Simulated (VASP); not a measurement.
# SnSe2 (R3m) in VASP: notebook

The runs below take SnSe2 through single point, relaxation of cell and atoms, with PBEsol.

All numbers are computed with VASP 6.6.1; they aren't measurements. Logs are shortened: lines on timing, memory, paths and dates and some standing lists are left out, and cuts for length are marked.

### Step 1. The cell of the first run

The structure is trigonal, space group R3m (No. 160). Conventional cell: a = 3.844 Å, b = 3.844 Å, c = 16.864 Å, α = 90.00°, β = 90.00°, γ = 120.00°. Within 4.0 Å of Sn (site symmetry 3m) lie 7 Se at 2.79 to 3.92 Å and 6 Sn at 3.84 Å. Se (site symmetry 3m) has 3 Sn at 2.83 Å and 10 Se at 3.11 to 3.84 Å within 3.9 Å. Within 4.0 Å of Se (site symmetry 3m) lie 4 Sn at 2.79 to 3.92 Å and 10 Se at 3.11 to 3.84 Å.

### Step 2. Single point, PBEsol

File INCAR:

```
SYSTEM = SnSe2
ALGO = Normal ; EDIFF = 1E-6
ENCUT = 520 ; GGA = PS
ISIF = 2 ; ISMEAR = -1
LASPH = .TRUE. ; LCHARG = .FALSE.
LREAL = .FALSE. ; LWAVE = .FALSE.
NBANDS = 20 ; NELM = 100
PREC = Accurate ; SIGMA = 0.03
```

File KPOINTS:

```
k-points
0
G
  8 8 8
  0 0 0
```

File POSCAR:

```
SnSe2
1.0
    1.9217629130      1.1095303351      5.6214965454
   -1.9217629130      1.1095303351      5.6214965454
    0.0000000000     -2.2190606703      5.6214965454
Sn Se
1 2
Direct
   -0.0009971291     -0.0009971291     -0.0009971291
    0.4360868799      0.4360868799      0.4360868799
    0.2315769159      0.2315769159      0.2315769159
```

Potentials or basis: VASP PAW PBE potentials, release 64 (Sn_d, Se).

Run with:

```
$ cat potpaw_PBE.64/Sn_d/POTCAR potpaw_PBE.64/Se/POTCAR > POTCAR
$ mpirun -np 1 vasp_std > vasp.out
```

OUTCAR:

```text
SYSTEM = SnSe2
   EDIFF = 1E-6
   ENCUT = 520
   GGA = PS
   ISIF = 2
   ISMEAR = -1
   LASPH = .TRUE.
   LREAL = .FALSE.
   NELM = 100
   PREC = Accurate

 ion  position               nearest neighbor table
   1  0.999  0.999  0.999-   3 2.79   3 2.79   3 2.79   2 2.83   2 2.83   2 2.83
   2  0.436  0.436  0.436-   1 2.83   1 2.83   1 2.83
   3  0.232  0.232  0.232-   1 2.79   1 2.79   1 2.79

  LATTYP: Found a trigonal (rhomboedric) cell.
 ALAT       =     6.0436291802
 COS(alpha) =     0.7977753965

  Lattice vectors:

 A1 = (   1.9217629130,   1.1095303351,   5.6214965454)
 A2 = (  -1.9217629130,   1.1095303351,   5.6214965454)
 A3 = (   0.0000000000,  -2.2190606703,   5.6214965454)

Analysis of symmetry for initial positions (statically):
=====================================================================
 Subroutine PRICEL returns:
 Original cell was already a primitive cell.

 Routine SETGRP: Setting up the symmetry group for a
 trigonal (rhombohedral) supercell.

 Subroutine GETGRP returns: Found  6 space group operations
 (whereof  6 operations were pure point group operations)
 out of a pool of 12 trial point group operations.

The static configuration has the point symmetry C_3v.

Analysis of symmetry for dynamics (positions and initial velocities):
=====================================================================
 Subroutine PRICEL returns:
 Original cell was already a primitive cell.

 Routine SETGRP: Setting up the symmetry group for a
 trigonal (rhombohedral) supercell.

 Subroutine GETGRP returns: Found  6 space group operations
 (whereof  6 operations were pure point group operations)
 out of a pool of 12 trial point group operations.

The dynamic configuration has the point symmetry C_3v.

 Subroutine INISYM returns: Found  6 space group operations
 (whereof  6 operations are pure point group operations),
 and found     1 'primitive' translations

----------------------------------------------------------------------------------------

                                     Primitive cell

  volume of cell :      71.9188

  direct lattice vectors                    reciprocal lattice vectors
     1.921762913  1.109530335  5.621496545     0.260177776  0.150213709  0.059296191
    -1.921762913  1.109530335  5.621496545    -0.260177776  0.150213709  0.059296191
     0.000000000 -2.219060670  5.621496545     0.000000000 -0.300427418  0.059296191

  length of vectors
     6.043629180  6.043629180  6.043629180     0.306223238  0.306223238  0.306223238

  position of ions in fractional coordinates (direct lattice)
     0.999002871  0.999002871  0.999002871
     0.436086880  0.436086880  0.436086880
     0.231576916  0.231576916  0.231576916

  ion indices of the primitive-cell ions
   primitive index   ion index
                 1           1
                 2           2
                 3           3

----------------------------------------------------------------------------------------

 KPOINTS: k-points

Automatic generation of k-mesh.
 Grid dimensions read from file:
 generate k-points for:    8    8    8

 Generating k-lattice:

  Cartesian coordinates                     Fractional coordinates (reciprocal lattice)
     0.032522222  0.018776714  0.007412024     0.125000000  0.000000000 -0.000000000
    -0.032522222  0.018776714  0.007412024     0.000000000  0.125000000 -0.000000000
     0.000000000 -0.037553427  0.007412024    -0.000000000 -0.000000000  0.125000000

  Length of vectors
     0.038277905  0.038277905  0.038277905

  Shift w.r.t. Gamma in fractional coordinates (k-lattice)
     0.000000000  0.000000000  0.000000000

 Subroutine IBZKPT returns following result:
 ===========================================

 Found     65 irreducible k-points:

 Following reciprocal coordinates:
            Coordinates               Weight
  0.000000  0.000000  0.000000      1.000000
  0.125000  0.000000 -0.000000      6.000000
  0.250000  0.000000 -0.000000      6.000000
  0.375000  0.000000 -0.000000      6.000000
  0.500000  0.000000 -0.000000      3.000000
  0.125000  0.125000 -0.000000      6.000000
[... 16 lines left out ...]
  0.250000  0.125000  0.125000      6.000000
  0.375000  0.125000  0.125000      6.000000
 [... further k-points ...]
   k-points           NKPTS =     65   k-points in BZ     NKDIM =     65   number of bands    NBANDS=     20
   number of dos      NEDOS =    301   number of ions     NIONS =      3
   total plane-waves  NPLWV = 110592
   dimension x,y,z NGX =    48 NGY =   48 NGZ =   48
   dimension x,y,z NGXF=    96 NGYF=   96 NGZF=   96
   ions per type =               1   2
   NGX,Y,Z   is equivalent  to a cutoff of  13.20, 13.20, 13.20 a.u.
   NGXF,Y,Z  is equivalent  to a cutoff of  26.41, 26.41, 26.41 a.u.
 SYSTEM =  SnSe2
   PREC   = accura    normal or accurate (medium, high low for compatibility)
   ISTART =      0    job   : 0-new  1-cont  2-samecut
   ICHARG =      2    charge: 1-file 2-atom 10-const
   ISPIN  =      1    spin polarized calculation?
   LNONCOLLINEAR =      F non collinear calculations
   LSORBIT =      F    spin-orbit coupling
   LASPH  =      T    aspherical Exc in radial PAW
   ENCUT  =  520.0 eV  38.22 Ry    6.18 a.u.  11.24 11.24 11.24*2*pi/ulx,y,z
   NELM   =    100;   NELMIN=  2; NELMDL= -5     # of ELM steps
   EDIFF  = 0.1E-05   stopping-criterion for ELM
   LREAL  =      F    real-space projection
   EDIFFG = 0.1E-04   stopping-criterion for IOM
   NSW    =      0    number of steps for IOM
   IBRION =     -1    ionic relax: 0-MD 1-quasi-New 2-CG
   NFREE  =      0    steps in history (QN), initial steepest desc. (CG)
   ISIF   =      2    stress and relaxation
   ISYM   =      2    0-nonsym 1-usesym 2-fastsym
   POTIM  = 0.5000    time-step for ionic-motion
   TEBEG  =    0.0;   TEEND  =   0.0 temperature during run
   PSTRESS=    0.0 pullay stress
   NELECT =      26.0000    total number of electrons
   NUPDOWN=      -1.0000    fix difference up-down
   EMIN   =  10.00;   EMAX   =-10.00  energy-range for DOS
   EFERMI =   0.00;   METHOD = LEGACY
   ISMEAR =    -1;   SIGMA  =   0.03  broadening in eV -4-tet -1-fermi 0-gaus
   EFERMI_NEDOS =   21; number of points for ismear=-14 and -15
   IALGO  =     38    algorithm
   IMIX   =      4    mixing-type and parameters
     AMIX     =   0.40;   BMIX     =  1.00
     AMIX_MAG =   1.60;   BMIX_MAG =  1.00
  volume/ion in A,a.u.               =      23.97       161.78
  Fermi-wavevector in a.u.,A,eV,Ry     =   1.166233  2.203860 18.505267  1.360099
  Thomas-Fermi vector in A             =   2.302748
   LORBIT       =      0    0 simple, 1 ext, 2 COOP (PROOUT), +10 PAW based schemes
   GGA     = PS    functional components
   LHFCALC =     F    Hartree Fock is set to
   AEXX    =    0.0000 exact exchange contribution
   IVDW    =     0    specifies the selected vdW correction
   LEPSILON=     F    determine dielectric tensor
   LRPA    =     F    only Hartree local field effects (RPA)
 non-spin polarized calculation
  energy-cutoff  :      520.00
  volume of cell :       71.92
 maximum number of plane-waves:      1954
 NGX is ok and might be reduce to    48
   NGX = 23   NGY = 23   NGZ = 23

 number of electron      26.0000001 magnetization

 Free energy of the ion-electron system (eV)
  ---------------------------------------------------
  ext. energy  EPLUGINS =         0.00000000
  ---------------------------------------------------
  free energy    TOTEN  =       -12.41828021 eV

  energy without entropy =      -12.41592964  energy(sigma->0) =      -12.41710492

 E-fermi :   5.6819     XC(G=0): -10.1671

 val. band max:        5.6461101317   @ k =  -0.2500   0.2500   0.0000
 cond. band min:       5.7775412791   @ k =  -0.2500   0.3750   0.2500
 fundamental gap:      0.1314311475
 Fermi energy:         5.6818603318

 k-point     1 :       0.0000    0.0000    0.0000
  band No.  band energies     occupation
      1     -16.0220      2.00000
      2     -16.0220      2.00000
      3     -15.9732      2.00000
      4     -15.9682      2.00000
      5     -15.9682      2.00000
      6      -9.1280      2.00000
[... 12 lines left out ...]
     19      13.2809      0.00000
     20      13.2809      0.00000

 k-point     2 :       0.1250    0.0000   -0.0000
  band No.  band energies     occupation
      1     -16.0241      2.00000
      2     -16.0153      2.00000
      3     -15.9743      2.00000
      4     -15.9693      2.00000
      5     -15.9692      2.00000
      6      -8.9786      2.00000
[... 12 lines left out ...]
     19      13.7849      0.00000
     20      13.9029      0.00000

 k-point     3 :       0.2500    0.0000   -0.0000
  band No.  band energies     occupation
      1     -16.0299      2.00000
      2     -15.9990      2.00000
      3     -15.9890      2.00000
      4     -15.9718      2.00000
      5     -15.9592      2.00000
      6      -8.5633      2.00000
[... 12 lines left out ...]
     19      13.1941      0.00000
     20      14.0994      0.00000

 k-point     4 :       0.3750    0.0000   -0.0000
  band No.  band energies     occupation
      1     -16.0365      2.00000
      2     -16.0035      2.00000
      3     -15.9828      2.00000
      4     -15.9744      2.00000
      5     -15.9487      2.00000
      6      -8.0185      2.00000
[... 12 lines left out ...]
     19      13.9333      0.00000
     20      15.1670      0.00000

 k-point     5 :       0.5000    0.0000   -0.0000
  band No.  band energies     occupation
      1     -16.0393      2.00000
      2     -16.0095      2.00000
      3     -15.9768      2.00000
      4     -15.9746      2.00000
      5     -15.9443      2.00000
      6      -7.7146      2.00000
[... 12 lines left out ...]
     19      14.6470      0.00000
     20      16.1515      0.00000
[... 353 lines left out ...]
      6      -7.2685      2.00000
[... 12 lines left out ...]
     19      12.8762      0.00000
     20      16.3480      0.00000

 k-point    22 :       0.1250    0.1250    0.1250
  band No.  band energies     occupation
      1     -16.0220      2.00000
      2     -16.0220      2.00000
      3     -15.9730      2.00000
      4     -15.9681      2.00000
      5     -15.9681      2.00000
      6      -9.0696      2.00000
[... 12 lines left out ...]
     19      13.4628      0.00000
     20      13.4628      0.00000

 k-point    23 :       0.2500    0.1250    0.1250
  band No.  band energies     occupation
      1     -16.0241      2.00000
      2     -16.0153      2.00000
      3     -15.9743      2.00000
      4     -15.9692      2.00000
      5     -15.9691      2.00000
      6      -8.8835      2.00000
[... 12 lines left out ...]
     19      12.8229      0.00000
     20      13.8563      0.00000

 k-point    24 :       0.3750    0.1250    0.1250
  band No.  band energies     occupation
      1     -16.0299      2.00000
      2     -15.9990      2.00000
      3     -15.9891      2.00000
      4     -15.9718      2.00000
      5     -15.9591      2.00000
      6      -8.4424      2.00000
[... 12 lines left out ...]
     19      12.9726      0.00000
     20      14.0853      0.00000

 [... further k-points ...]
[... 5 lines left out ...]
  --------------------------------------------------------------------------------------
  -------------------------------------------------------------------------------------
  Total        0.0491651      0.0491651      0.0318001      0.0000000     -0.0000000      0.0000000
  in kB        1.0952810      1.0952810      0.7084304      0.0000000     -0.0000000      0.0000000
  external PRESSURE =       0.9663308 kB  Pullay stress =       0.0000000 kB

 VOLUME and BASIS-vectors are now :
 -----------------------------------------------------------------------------
  energy-cutoff  :      520.00
  volume of cell :       71.92
      direct lattice vectors                 reciprocal lattice vectors
     1.921762913  1.109530335  5.621496545     0.260177776  0.150213709  0.059296191
    -1.921762913  1.109530335  5.621496545    -0.260177776  0.150213709  0.059296191
     0.000000000 -2.219060670  5.621496545     0.000000000 -0.300427418  0.059296191

 POSITION                                       TOTAL-FORCE (eV/Angst)
 -----------------------------------------------------------------------------------
      0.00000     -0.00000     16.84767         0.000000     -0.000000      0.000191
      0.00000     -0.00000      7.35438         0.000000     -0.000000      0.011247
      0.00000     -0.00000      3.90543         0.000000      0.000000     -0.011438
 -----------------------------------------------------------------------------------
    total drift:                                0.000000     -0.000000     -0.000510

  FREE ENERGIE OF THE ION-ELECTRON SYSTEM (eV)
  ---------------------------------------------------
  free  energy   TOTEN  =       -12.4182802074 eV

  energy  without entropy=      -12.4159296392  energy(sigma->0) =      -12.41710492
```

It took 1.8 min on 1 thread of Intel Xeon Platinum 8559C (Emerald Rapids), shared host; peak memory 0.36 GiB.

What came out:

```yaml
Free_energy: -12.4183 eV
Pressure: 0.1 GPa
Largest_force: 0.011 eV/Å
Band_gap_on_the_k_mesh: zero (bands 13 and 14 overlap by 1.31 eV)
```

Forces on the atoms (eV/Å):
```
Sn   0.000  0.000  0.000
Se   0.000  0.000  0.011
Se   0.000  0.000 -0.011
```

Levels at points of the mesh, in eV from the Fermi level:
```tsv
k point	band 10	band 11	band 12	band 13	band 14	band 15	band 16	band 17
(0.00, 0.00, 0.00)	-1.32	-1.19	-1.19	-0.93	-0.80	3.64	3.64	4.26
(0.50, 0.00, 0.00)	-3.47	-2.42	-2.29	-2.23	0.28	1.46	4.09	5.18
(0.50, 0.50, 0.00)	-3.50	-3.40	-2.26	-0.55	0.80	2.68	3.36	3.77
(0.50, 0.50, 0.50)	-1.93	-1.93	-0.32	-0.32	1.52	2.87	3.32	3.32
```

Caveat: the PAW data sets were made with another functional, which shifts forces and pressure a little; spin-orbit coupling is left out, which moves the levels of the heavy elements.

### Step 3. Relaxation of cell and atoms, PBEsol

This run uses another cell than the first one, of 21.74 Å³/atom.

File INCAR:

```
SYSTEM = SnSe2
ALGO = Normal
EDIFF = 1E-6
EDIFFG = -0.01
ENCUT = 600
GGA = PS
IBRION = 2
ISIF = 3
ISMEAR = -1
LASPH = .True.
LCHARG = .False.
LREAL = .False.
LWAVE = .False.
NELM = 100
NSW = 100
PREC = Accurate
SIGMA = 0.03
```

File KPOINTS:

```
k-points
0
Gamma
  8 8 8
  0 0 0
```

File POSCAR:

```
SnSe2
1.0
    1.7236967050      0.9951767566      6.3359589200
   -1.7236967050      0.9951767566      6.3359589200
    0.0000000000     -1.9903535133      6.3359589200
Sn Se
1 2
Direct
    0.0000000000      0.0000000000      0.0000000000
    0.4218744935      0.4218744935      0.4218744935
    0.2447921732      0.2447921732      0.2447921732
```

Potentials or basis: VASP PAW PBE potentials, release 64 (Sn_d, Se).

Run with:

```
$ cat potpaw_PBE.64/Sn_d/POTCAR potpaw_PBE.64/Se/POTCAR > POTCAR
$ mpirun -np 1 vasp_std > vasp.out
```

It took 47 min on 1 thread of Intel Xeon Platinum 8559C (Emerald Rapids), shared host; peak memory 0.5 GiB.

It converged, with:

| Item | Value |
| --- | --- |
| Free energy | -12.4171 eV |
| Relaxed volume | 24.00 Å³/atom |
| Relaxed cell | a = 6.043 Å, b = 6.043 Å, c = 6.043 Å, α = 37.11°, β = 37.11°, γ = 37.11° |
| Space group after relaxing (to 0.1 Å) | R3m (No. 160) |
| Energy gained by relaxing | 267.5 meV/atom |
| Ionic steps | 27 |
| Pressure after relaxing | 0.0 GPa |
| Largest force after relaxing | 0.010 eV/Å |
| Band gap on the k mesh | zero (bands 13 and 14 overlap by 1.32 eV) |

Forces in eV/Å, atoms in the order of the input:
```
Sn   0.000  0.000  0.010
Se   0.000  0.000  0.000
Se   0.000  0.000 -0.010
```

The path:
| step | energy change (eV) | largest force (eV/Å) | pressure (GPa) | volume (Å³) |
| --- | --- | --- | --- | --- |
| 1 | 0.0000 | 1.5523 | 16.76 | 65.21 |
| 2 | -0.2080 | 1.2569 | -7.37 | 89.06 |
| 3 | -0.5737 | 0.4229 | -0.46 | 76.69 |
| 4 | -0.6657 | 0.0801 | -0.45 | 77.53 |
| 5 | -0.6715 | 0.2602 | -0.36 | 77.73 |
| 6 | -0.6717 | 0.3069 | -0.35 | 77.77 |
| 7 | -0.6819 | 0.3147 | -0.28 | 77.24 |
| 8 | -0.7125 | 0.3485 | 0.01 | 75.63 |
| 9 | -0.7614 | 0.4099 | 1.25 | 72.38 |
| 10 | -0.6243 | 0.1584 | 7.57 | 65.81 |
| 11 | -0.7545 | 0.5557 | 2.22 | 71.44 |
| 12 | -0.7557 | 0.5848 | 3.34 | 69.85 |
| 13 | -0.7583 | 0.5645 | 3.31 | 69.82 |
| 14 | -0.7654 | 0.4978 | 3.18 | 69.72 |
| 15 | -0.7739 | 0.3474 | 2.99 | 69.52 |
| 16 | -0.7646 | 0.0893 | 2.91 | 69.10 |
| 17 | -0.7748 | 0.2728 | 2.96 | 69.41 |
| 18 | -0.7807 | 0.2476 | 2.61 | 69.71 |
| 19 | -0.7940 | 0.1733 | 1.58 | 70.60 |
| 20 | -0.8017 | 0.0278 | -0.26 | 72.41 |
| 21 | -0.8021 | 0.0516 | 0.00 | 72.11 |
| 22 | -0.8021 | 0.0561 | 0.09 | 72.05 |
| 23 | -0.8021 | 0.0523 | 0.06 | 72.05 |
| 24 | -0.8022 | 0.0414 | 0.06 | 72.03 |
| 25 | -0.8023 | 0.0201 | 0.05 | 72.01 |
| 26 | -0.8023 | 0.0240 | 0.03 | 71.96 |
| 27 | -0.8024 | 0.0100 | 0.03 | 71.99 |

Final structure:
```yaml
crystal:
  lattice:
    - [1.92286, 1.11016, 5.62038]
    - [-1.92286, 1.11016, 5.62038]
    - [0.00000, -2.22033, 5.62038]
  atoms:
    - { symbol: Sn, position: [0.99895, 0.99895, 0.99895] }
    - { symbol: Se, position: [0.43616, 0.43616, 0.43616] }
    - { symbol: Se, position: [0.23155, 0.23155, 0.23155] }
```

Levels at points of the mesh, in eV from the Fermi level:
| k point | band 9 | band 10 | band 11 | band 12 | band 13 | band 14 | band 15 | band 16 | band 17 |
| --- | --- | --- | --- | --- | --- | --- | --- | --- | --- |
| (0.00, 0.00, 0.00) | -1.32 | -1.32 | -1.18 | -1.18 | -0.94 | -0.81 | 3.63 | 3.63 | 4.26 |
| (0.50, 0.00, 0.00) | -5.45 | -3.46 | -2.42 | -2.29 | -2.23 | 0.28 | 1.46 | 4.10 | 5.18 |
| (0.50, 0.50, 0.00) | -5.59 | -3.49 | -3.40 | -2.26 | -0.54 | 0.81 | 2.69 | 3.36 | 3.77 |
| (0.50, 0.50, 0.50) | -3.34 | -1.93 | -1.93 | -0.32 | -0.32 | 1.51 | 2.86 | 3.31 | 3.31 |

Caveat: the PAW data sets were made with another functional, which shifts forces and pressure a little; spin-orbit coupling is left out, which moves the levels of the heavy elements.
